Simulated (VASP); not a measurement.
# MnO (Fm-3m) in VASP: further runs

MnO is run at these levels: B3LYP5, LDA, PBEsol; tasks: single point.

Program: VASP 6.6.1. These are calculated values, not measurements. Logs are shortened: lines on timing, memory, paths and dates and some standing lists are left out, and cuts for length are marked.

### 1 The cell of the first run

The structure is cubic, space group Fm-3m (No. 225). The conventional cell has a = 4.506 Å, b = 4.506 Å, c = 4.506 Å, α = 90.00°, β = 90.00°, γ = 90.00°. Mn (site symmetry m-3m) has 6 O at 2.25 Å within 3.0 Å. Within 3.0 Å of O (site symmetry m-3m) lie 6 Mn at 2.25 Å.

### 2 Single point, B3LYP5, collinear spin, ferromagnetic start

POSCAR

```
MnO
1.0
    0.0000000000      2.2531730023      2.2531730023
    2.2531730023      0.0000000000      2.2531730023
    2.2531730023      2.2531730023      0.0000000000
Mn O
1 1
Direct
    0.0000000000      0.0000000000      0.0000000000
    0.5000000000      0.5000000000      0.5000000000
```

INCAR.step1

```
SYSTEM = MnO
PREC = Accurate
ENCUT = 520
EDIFF = 1E-5
ISMEAR = -1
SIGMA = 0.05
LREAL = .False.
LASPH = .True.
NELM = 150
ALGO = Normal
ISIF = 2
LWAVE = .True.
LCHARG = .False.
ISPIN = 2
MAGMOM = 4 0
LORBIT = 11
LMAXMIX = 4
NBANDS = 20
GGA = PE
```

INCAR.step2

```
SYSTEM = MnO
PREC = Accurate
ENCUT = 520
EDIFF = 1E-6
ISMEAR = -1
SIGMA = 0.05
LREAL = .False.
LASPH = .True.
NELM = 150
ALGO = Normal
ISIF = 2
LWAVE = .False.
LCHARG = .False.
ISPIN = 2
MAGMOM = 4 0
LORBIT = 11
LMAXMIX = 4
GGA = B5
LHFCALC = .True.
AEXX = 0.2
AGGAX = 0.72
AGGAC = 0.81
ALDAC = 0.19
PRECFOCK = Normal
NBANDS = 20
ISTART = 1
```

KPOINTS

```
regular mesh
0
Gamma
  5 5 5
  0 0 0
```

Potentials or basis: VASP PAW PBE potentials, release 64 (Mn_pv, O).

Command:

```bash
cat potpaw_PBE.64/Mn_pv/POTCAR potpaw_PBE.64/O/POTCAR > POTCAR
cp INCAR.step1 INCAR
mpirun -np 1 vasp_std > vasp.out
cp INCAR.step2 INCAR
mpirun -np 1 vasp_std > vasp.out
```

OUTCAR:

```text
SYSTEM = MnO
   PREC = Accurate
   ENCUT = 520
   EDIFF = 1E-6
   ISMEAR = -1
   LREAL = .False.
   LASPH = .True.
   NELM = 150
   ISIF = 2
   ISPIN = 2
   LORBIT = 11
   GGA = B5
   LHFCALC = .True.
   AEXX = 0.2
   PRECFOCK = Normal
   ISTART = 1

 ion  position               nearest neighbor table
   1  0.000  0.000  0.000-   2 2.25   2 2.25   2 2.25   2 2.25   2 2.25   2 2.25
   2  0.500  0.500  0.500-   1 2.25   1 2.25   1 2.25   1 2.25   1 2.25   1 2.25

  LATTYP: Found a face centered cubic cell.
 ALAT       =     4.5063460046

  Lattice vectors:

 A1 = (   0.0000000000,   2.2531730023,   2.2531730023)
 A2 = (   2.2531730023,   0.0000000000,   2.2531730023)
 A3 = (   2.2531730023,   2.2531730023,   0.0000000000)

Analysis of symmetry for initial positions (statically):
=====================================================================
 Subroutine PRICEL returns:
 Original cell was already a primitive cell.

 Routine SETGRP: Setting up the symmetry group for a
 face centered cubic supercell.

 Subroutine GETGRP returns: Found 48 space group operations
 (whereof 48 operations were pure point group operations)
 out of a pool of 48 trial point group operations.

The static configuration has the point symmetry O_h .

Analysis of symmetry for dynamics (positions and initial velocities):
=====================================================================
 Subroutine PRICEL returns:
 Original cell was already a primitive cell.

 Routine SETGRP: Setting up the symmetry group for a
 face centered cubic supercell.

 Subroutine GETGRP returns: Found 48 space group operations
 (whereof 48 operations were pure point group operations)
 out of a pool of 48 trial point group operations.

The dynamic configuration has the point symmetry O_h .

Analysis of structural, dynamic, and magnetic symmetry:
=====================================================================
 Subroutine PRICEL returns:
 Original cell was already a primitive cell.

 Routine SETGRP: Setting up the symmetry group for a
 face centered cubic supercell.

 Subroutine GETGRP returns: Found 48 space group operations
 (whereof 48 operations were pure point group operations)
 out of a pool of 48 trial point group operations.

The overall configuration has the point symmetry O_h .

 Subroutine INISYM returns: Found 48 space group operations
 (whereof 48 operations are pure point group operations),
 and found     1 'primitive' translations

----------------------------------------------------------------------------------------

[... 108 lines left out ...]
   NKREDZ  =     1    reduce k-point grid by
   AEXX    =    0.2000 exact exchange contribution
   HFSCREEN=    0.0000 screening length (either q_TF or 0.3 A-1)
   HFSCREENC=   0.0000 screening length for correlation (either q_TF or 0.3 A-1)
   ENCUTFOCK=  -1.0 apply spherical cutoff to Coloumb kernel
   IVDW    =     0    specifies the selected vdW correction
   LEPSILON=     F    determine dielectric tensor
   LRPA    =     F    only Hartree local field effects (RPA)
 spin polarized calculation
  energy-cutoff  :      520.00
  volume of cell :       22.88
 maximum number of plane-waves:       629
  NGX = 18; NGY = 18; NGZ = 18

 number of electron      18.9999994 magnetization       4.9983734

 Free energy of the ion-electron system (eV)
  ---------------------------------------------------
  ext. energy  EPLUGINS =         0.00000000
  ---------------------------------------------------
  free energy    TOTEN  =       -22.69157843 eV

  energy without entropy =      -22.69157843  energy(sigma->0) =      -22.69157843

 E-fermi :   6.6865     XC(G=0):  -9.2109

 val. band max:        5.6140071860   @ k =   0.4000   0.0000   0.0000
 cond. band min:       7.6317101400   @ k =   0.0000   0.0000   0.0000
 fundamental gap:      2.0177029540
 Fermi energy:         6.6865257260

 spin component 1

 k-point     1 :       0.0000    0.0000    0.0000
  band No.  band energies     occupation
      1     -47.0161      1.00000
      2     -47.0161      1.00000
      3     -47.0161      1.00000
      4     -14.9067      1.00000
      5       2.1113      1.00000
      6       2.1113      1.00000
[... 206 lines left out ...]
      6      -0.0075      1.00000
[... 12 lines left out ...]
     19      34.3100      0.00000
     20      34.5459      0.00000
 Fermi energy:         6.6865257260

 spin component 2

 k-point     1 :       0.0000    0.0000    0.0000
  band No.  band energies     occupation
      1     -40.7892      1.00000
      2     -40.7892      1.00000
      3     -40.7892      1.00000
      4     -14.3384      1.00000
      5       3.2131      1.00000
      6       3.2131      1.00000
[... 219 lines left out ...]
     19      35.0672      0.00000
     20      35.4111      0.00000

------------------------ aborting loop because EDIFF is reached ----------------------------------------

  FORCE on cell =-STRESS in cart. coord.  units (eV):
  Direction    XX          YY          ZZ          XY          YZ          ZX
  --------------------------------------------------------------------------------------
  -------------------------------------------------------------------------------------
  Total       -0.0832400     -0.0832400     -0.0832400      0.0000000      0.0000000     -0.0000000
  in kB       -5.8294676     -5.8294676     -5.8294676      0.0000000      0.0000000     -0.0000000
  external PRESSURE =      -5.8294676 kB  Pullay stress =       0.0000000 kB

 VOLUME and BASIS-vectors are now :
 -----------------------------------------------------------------------------
  energy-cutoff  :      520.00
  volume of cell :       22.88
      direct lattice vectors                 reciprocal lattice vectors
     0.000000000  2.253173002  2.253173002    -0.221909281  0.221909281  0.221909281
     2.253173002  0.000000000  2.253173002     0.221909281 -0.221909281  0.221909281
     2.253173002  2.253173002  0.000000000     0.221909281  0.221909281 -0.221909281

 POSITION                                       TOTAL-FORCE (eV/Angst)
 -----------------------------------------------------------------------------------
      0.00000      0.00000      0.00000         0.000000      0.000000      0.000000
      2.25317      2.25317      2.25317         0.000000      0.000000     -0.000000
 -----------------------------------------------------------------------------------
    total drift:                               -0.000000     -0.000000      0.000000

  FREE ENERGIE OF THE ION-ELECTRON SYSTEM (eV)
  ---------------------------------------------------
  free  energy   TOTEN  =       -22.6915784272 eV

  energy  without entropy=      -22.6915784270  energy(sigma->0) =      -22.69157843

 total charge

# of ion       s       p       d       tot
------------------------------------------
    1        0.191   6.165   4.958  11.314
    2        1.548   3.473   0.000   5.021
--------------------------------------------------
tot          1.739   9.638   4.958  16.335

 magnetization (x)

# of ion       s       p       d       tot
------------------------------------------
    1        0.020   0.012   4.531   4.563
    2        0.026   0.203   0.000   0.229
--------------------------------------------------
tot          0.046   0.215   4.531   4.792
```

OUTCAR.step1:

```text
SYSTEM = MnO
   PREC = Accurate
   ENCUT = 520
   EDIFF = 1E-5
   ISMEAR = -1
   LREAL = .False.
   LASPH = .True.
   NELM = 150
   ISIF = 2
   ISPIN = 2
   LORBIT = 11
   GGA = PE
[... 689 lines left out ...]

 total charge

# of ion       s       p       d       tot
------------------------------------------
    1        0.198   6.164   4.950  11.312
    2        1.560   3.402   0.000   4.963
--------------------------------------------------
tot          1.759   9.566   4.950  16.275

 magnetization (x)

# of ion       s       p       d       tot
------------------------------------------
    1        0.036   0.025   4.367   4.428
    2        0.030   0.185   0.000   0.215
--------------------------------------------------
tot          0.066   0.210   4.367   4.644
```

OSZICAR.step1:

```text
N       E                     dE             d eps       ncg     rms          rms(c)
DAV:   1     0.169619111967E+03    0.16962E+03   -0.10415E+04   800   0.110E+03
DAV:   2    -0.101261340191E+02   -0.17975E+03   -0.16714E+03   812   0.320E+02
DAV:   3    -0.186870934524E+02   -0.85610E+01   -0.84239E+01   900   0.761E+01
DAV:   4    -0.187506556824E+02   -0.63562E-01   -0.63549E-01   916   0.682E+00
DAV:   5    -0.187512148559E+02   -0.55917E-03   -0.55917E-03   892   0.640E-01    0.135E+01
DAV:   6    -0.167043726453E+02    0.20468E+01   -0.10306E+01  1064   0.339E+01    0.130E+01
DAV:   7    -0.164078581275E+02    0.29651E+00   -0.13572E+00   908   0.161E+01    0.775E+00
DAV:   8    -0.164071301979E+02    0.72793E-03   -0.12217E-01   888   0.265E+00    0.456E+00
DAV:   9    -0.163961722549E+02    0.10958E-01   -0.46849E-02   808   0.216E+00    0.102E+00
DAV:  10    -0.163960992436E+02    0.73011E-04   -0.85459E-03   844   0.101E+00    0.353E-01
DAV:  11    -0.163967196222E+02   -0.62038E-03   -0.13101E-03   896   0.364E-01    0.166E-01
DAV:  12    -0.163968452613E+02   -0.12564E-03   -0.12778E-04   892   0.137E-01    0.539E-02
DAV:  13    -0.163968676379E+02   -0.22377E-04   -0.24815E-05   864   0.431E-02    0.231E-02
DAV:  14    -0.163968729261E+02   -0.52883E-05   -0.53481E-06   592   0.165E-02
   1 F= -.16396873E+02 E0= -.16392915E+02  d E =-.791647E-02  mag=     4.9031
```

Wall time 12 min (1 thread of AMD EPYC 9R45 (Zen 5), shared host); peak memory 0.13 GiB.

What came out:

- Free energy: -22.6916 eV
- Pressure: -0.6 GPa
- Band gap on the k mesh: 2.02 eV (least direct gap 4.42 eV)
- Net moment: 5.00 μB per cell
- Site moments: Mn +4.56; O +0.23 μB
- Valence electrons inside the program's atomic spheres: Mn 11.31; O 5.02

Caveat: the k points lie up to 0.48 Å⁻¹ apart; the PAW data sets were made with another functional, which shifts forces and pressure a little; an odd mesh through Γ misses points on the zone boundary, where band edges can lie; a cell with one magnetic atom can't hold antiferromagnetic order, which such compounds often take.

### 3 Single point, LDA, collinear spin, ferromagnetic start

This run uses another cell than the first one, of 11.00 Å³/atom.

INCAR

```
SYSTEM = MnO
ALGO = Normal ; EDIFF = 1E-6
ENCUT = 700 ; GGA_COMPAT = .FALSE.
ISIF = 2 ; ISMEAR = -1
ISPIN = 2 ; LASPH = .TRUE.
LCHARG = .FALSE. ; LMAXMIX = 4
LORBIT = 11 ; LREAL = .FALSE.
LWAVE = .FALSE. ; MAGMOM = 4 0
NBANDS = 22 ; NELM = 200
PREC = Accurate ; SIGMA = 0.05
```

KPOINTS

```
k-points
0
G
  10 10 10
  0 0 0
```

POSCAR

```
MnO
1.0
    0.0000000000      2.2239077028      2.2239077028
    2.2239077028      0.0000000000      2.2239077028
    2.2239077028      2.2239077028      0.0000000000
Mn O
1 1
Direct
    0.0000000000      0.0000000000      0.0000000000
    0.5000000000      0.5000000000      0.5000000000
```

Potentials or basis: VASP PAW LDA potentials, release 64 (Mn_sv, O).

Command:

```bash
cat potpaw_LDA.64/Mn_sv/POTCAR potpaw_LDA.64/O/POTCAR > POTCAR
mpirun -np 1 vasp_std > vasp.out
```

It took 36 s on 1 thread of Intel Xeon 6975P-C (Granite Rapids), shared host; peak memory 0.18 GiB.

It converged, with:

| Quantity | Value |
| --- | --- |
| Free energy | -17.6402 eV |
| Pressure | -18.6 GPa |
| Net moment | 4.52 μB per cell |
| Site moments | Mn +3.94; O +0.18 μB |
| Valence electrons inside the program's atomic spheres | Mn 12.81; O 4.92 |

Levels at points of the mesh, in eV from the Fermi level:
Spin up:
| k point | band 10 | band 11 | band 12 | band 13 | band 14 | band 15 | band 16 | band 17 |
| --- | --- | --- | --- | --- | --- | --- | --- | --- |
| (0.00, 0.00, 0.00) | -2.98 | -2.98 | -2.48 | -2.48 | -0.41 | 14.00 | 16.17 | 16.17 |
| (0.50, 0.00, 0.00) | -2.06 | -1.66 | 0.34 | 0.34 | 3.49 | 7.69 | 11.76 | 11.76 |
| (0.50, 0.50, 0.00) | -2.04 | -1.77 | -1.77 | -1.67 | 5.02 | 7.74 | 10.41 | 13.53 |
Spin down:
```csv
k point,band 5,band 6,band 7,band 8,band 9,band 10,band 11,band 12
"(0.00, 0.00, 0.00)",-19.61,-3.44,-3.44,-3.44,0.34,0.34,0.34,0.57
"(0.50, 0.00, 0.00)",-18.61,-7.51,-4.98,-4.98,1.56,1.57,1.57,3.31
"(0.50, 0.50, 0.00)",-18.65,-6.51,-4.42,-4.42,-1.20,1.58,1.82,2.01
```

Caveat: the cell stands under tension; a cell with one magnetic atom can't hold antiferromagnetic order, which such compounds often take; semilocal functionals often make such compounds metallic where correlation or magnetic order opens a gap, which also shifts bond lengths.

[end of part 1 of 2]

The gap in the log of VASP goes by the Fermi energy; the results here count the filled bands.